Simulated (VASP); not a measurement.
# Br (I4/mmm) in VASP: further runs, part 2 of 2

VASP 6.6.1. The steps go on from the part before.

## (5) Single point, LDA, non-collinear spin, zero start, spin-orbit coupling

INCAR

```
SYSTEM = Br
PREC = Accurate ; ENCUT = 520
EDIFF = 1E-6 ; ISMEAR = 1
SIGMA = 0.1 ; LREAL = .False.
LASPH = .True. ; NELM = 150
ALGO = Normal ; ISIF = 2
LWAVE = .False. ; LCHARG = .False.
LNONCOLLINEAR = .True. ; MAGMOM = 0 0 0
LORBIT = 11 ; LSORBIT = .True.
GGA_COMPAT = .False. ; LORBMOM = .True.
NBANDS = 18
```

KPOINTS

```
regular mesh
0
Gamma
  15 15 15
  0 0 0
```

POSCAR

```
Br
1.0
   -1.4234917050      1.4234917050      3.5775173700
    1.4234917050     -1.4234917050      3.5775173700
    1.4234917050      1.4234917050     -3.5775173700
Br
1
Direct
    0.0000000000      0.0000000000      0.0000000000
```

Potentials or basis: VASP PAW LDA potentials, release 64 (Br).

Command:

```sh
> cat potpaw_LDA.64/Br/POTCAR > POTCAR
> mpirun -np 1 vasp_ncl > vasp.out
```

OUTCAR:

```text
SYSTEM = Br
   PREC = Accurate
   ENCUT = 520
   EDIFF = 1E-6
   ISMEAR = 1
   LREAL = .False.
   LASPH = .True.
   NELM = 150
   ISIF = 2
   LNONCOLLINEAR = .True.
   LORBIT = 11
   LSORBIT = .True.

 ion  position               nearest neighbor table
   1  0.000  0.000  0.000-

  LATTYP: Found a body centered tetragonal cell.
 ALAT       =     2.8469834100
 C/A-ratio  =     2.5131986069

  Lattice vectors:

 A1 = (  -1.4234917050,   1.4234917050,   3.5775173700)
 A2 = (   1.4234917050,  -1.4234917050,   3.5775173700)
 A3 = (   1.4234917050,   1.4234917050,  -3.5775173700)

Analysis of symmetry for initial positions (statically):
=====================================================================
 Subroutine PRICEL returns:
 Original cell was already a primitive cell.

 Routine SETGRP: Setting up the symmetry group for a
 body centered tetragonal supercell.

 Subroutine GETGRP returns: Found 16 space group operations
 (whereof 16 operations were pure point group operations)
 out of a pool of 16 trial point group operations.

The static configuration has the point symmetry D_4h.

Analysis of symmetry for dynamics (positions and initial velocities):
=====================================================================
 Subroutine PRICEL returns:
 Original cell was already a primitive cell.

 Routine SETGRP: Setting up the symmetry group for a
[... 710 lines left out ...]

  energy  without entropy=       -2.0447354953  energy(sigma->0) =       -2.04465263

 orbital moment (x)

 # of ion     p       d       tot
 ----------------------------------------
  1         0.000  -0.000   0.000
 ----------------------------------------
            0.000  -0.000   0.000

 orbital moment (y)

 # of ion     p       d       tot
 ----------------------------------------
  1        -0.000  -0.000  -0.000
 ----------------------------------------
           -0.000  -0.000  -0.000

 orbital moment (z)

 # of ion     p       d       tot
 ----------------------------------------
  1         0.000   0.000   0.000
 ----------------------------------------
            0.000   0.000   0.000

 Spin-Orbit-Coupling matrix elements

 Ion:    1  E_soc:     -0.0781327
 l=   1
     0.0000000    -0.0126777    -0.0136878
    -0.0126777     0.0000000    -0.0126777
    -0.0136878    -0.0126777     0.0000000
 l=   2
     0.0000000     0.0000012     0.0000000     0.0000012    -0.0000101
     0.0000012     0.0000000    -0.0000037    -0.0000002    -0.0000040
     0.0000000    -0.0000037     0.0000000    -0.0000037     0.0000000
     0.0000012    -0.0000002    -0.0000037     0.0000000    -0.0000040
    -0.0000101    -0.0000040     0.0000000    -0.0000040     0.0000000
 l=   3
     0.0000000     0.0000000     0.0000000     0.0000000     0.0000000     0.0000000     0.0000000
     0.0000000     0.0000000     0.0000000     0.0000000     0.0000000     0.0000000     0.0000000
     0.0000000     0.0000000     0.0000000     0.0000000     0.0000000     0.0000000     0.0000000
     0.0000000     0.0000000     0.0000000     0.0000000     0.0000000     0.0000000     0.0000000
     0.0000000     0.0000000     0.0000000     0.0000000     0.0000000     0.0000000     0.0000000
     0.0000000     0.0000000     0.0000000     0.0000000     0.0000000     0.0000000     0.0000000
     0.0000000     0.0000000     0.0000000     0.0000000     0.0000000     0.0000000     0.0000000

 total charge

# of ion       s       p       d       tot
------------------------------------------
    1        1.654   3.007   0.030   4.691

 magnetization (x)

# of ion       s       p       d       tot
------------------------------------------
    1        0.000   0.000   0.000   0.000

 magnetization (y)

# of ion       s       p       d       tot
------------------------------------------
    1        0.000   0.000   0.000   0.000

 magnetization (z)

# of ion       s       p       d       tot
------------------------------------------
    1        0.000  -0.000  -0.000   0.000
```

stdout:

```text
POSCAR found type information on POSCAR Br
 POSCAR found :  1 types and       1 ions
 scaLAPACK will be used
 LDA part: xc-table for (Slater(with rela. corr.)+CA(PZ))
 , standard interpolation
 POSCAR, INCAR and KPOINTS ok, starting setup
 FFT: planning ... GRIDC
 FFT: planning ... GRID_SOFT
 FFT: planning ... GRID
 WAVECAR not read
 entering main loop
```

Run time: 10 min. Hardware: 1 thread of Intel Xeon 8259CL, shared host; peak memory 0.35 GiB.

What came out:

| Quantity | Value |
| --- | --- |
| Free energy | -2.0446 eV |
| Pressure | -2.6 GPa |
| Net moment | 0.00 μB per cell |
| Valence electrons inside the program's atomic spheres | Br 4.69 |

Moments on the atoms (μB; x, y, z):
```
Br  0.00 0.00 0.00
```

## (6) Single point, LDA

This run uses another cell than the first one, of 26.38 Å³/atom.

INCAR

```
  PREC = Accurate
  ENCUT = 520
  EDIFF = 1E-6
  ISMEAR = -1
  SIGMA = 0.05
  LREAL = F
  LASPH = T
  NELM = 100
  ALGO = Normal
  ISIF = 2
  LWAVE = F
  LCHARG = F
  GGA = CA
  NBANDS = 10
```

KPOINTS

```
regular mesh
0
Gamma
  13 13 13
```

POSCAR

```
Br
1.0
   -1.3944647231      1.3944647231      3.3909470950
    1.3944647231     -1.3944647231      3.3909470950
    1.3944647231      1.3944647231     -3.3909470950
Br
1
Direct
    0.0000000000      0.0000000000      0.0000000000
```

Potentials or basis: VASP PAW LDA potentials, release 64 (Br).

Command:

```sh
> cat potpaw_LDA.64/Br/POTCAR > POTCAR
> mpirun -np 1 vasp_std > vasp.out
```

Run time: 71 s. Hardware: 1 thread of Intel Xeon 8259CL, shared host; peak memory 0.18 GiB.

The run converged. Its results:

```yaml
Free_energy: -2.0152 eV
Pressure: 0.1 GPa
Band_gap_on_the_k_mesh: zero (an odd number of electrons rules out a gap without spin polarisation)
```

Stress tensor (GPa, compression positive):
```
0.16 0.00 0.00
0.00 0.16 0.00
0.00 0.00 0.02
```

Levels at points of the mesh, in eV from the Fermi level:
| k point | band 1 | band 2 | band 3 | band 4 | band 5 | band 6 | band 7 |
| --- | --- | --- | --- | --- | --- | --- | --- |
| (0.00, 0.00, 0.00) | -16.81 | -2.30 | 1.04 | 1.04 | 5.16 | 9.74 | 10.43 |

Caveat: an odd number of electrons without spin polarisation forces a metal; a magnetic or distorted state may lie lower.

## (7) Overview

| level | potentials or basis | spin | cell | k mesh | smearing | gap on the mesh (eV) | pressure (GPa) | moment (μB) |
| --- | --- | --- | --- | --- | --- | --- | --- | --- |
| PBEsol | VASP PAW PBE potentials, release 64 (Br) | off | a = 4.105 Å, angles 139.4, 139.4, 58.7°, 1 atom | 11 × 11 × 11 | gaussian 0.05 eV | none | -1.1 | - |
| LDA | VASP PAW LDA potentials, release 64 (Br) | non-collinear, zero start, SOC | a = 4.105 Å, angles 139.4, 139.4, 58.7°, 1 atom | 9 × 9 × 9 | methfessel-paxton 0.1 eV | - | -2.4 | 0.00 |
| LDA | VASP PAW LDA potentials, release 64 (Br) | non-collinear, zero start, SOC | a = 4.105 Å, angles 139.4, 139.4, 58.7°, 1 atom | 12 × 12 × 12 | methfessel-paxton 0.1 eV | - | -2.3 | 0.00 |
| LDA | VASP PAW LDA potentials, release 64 (Br) | non-collinear, zero start, SOC | a = 4.105 Å, angles 139.4, 139.4, 58.7°, 1 atom | 15 × 15 × 15 | methfessel-paxton 0.1 eV | - | -2.6 | 0.00 |
| LDA | VASP PAW LDA potentials, release 64 (Br) | off | a = 3.923 Å, angles 138.4, 138.4, 60.4°, 1 atom | 13 × 13 × 13 | fermi-dirac 0.05 eV | none | 0.1 | - |

Alike in all rows: task single point; cutoff (eV) 520.

Caveats: an odd number of electrons without spin polarisation forces a metal (at least some runs); a magnetic or distorted state may lie lower (at least some runs); the PAW data sets were made with another functional, which shifts forces and pressure a little (at least some runs).

Absolute energies hang on the potentials; compare differences alone.
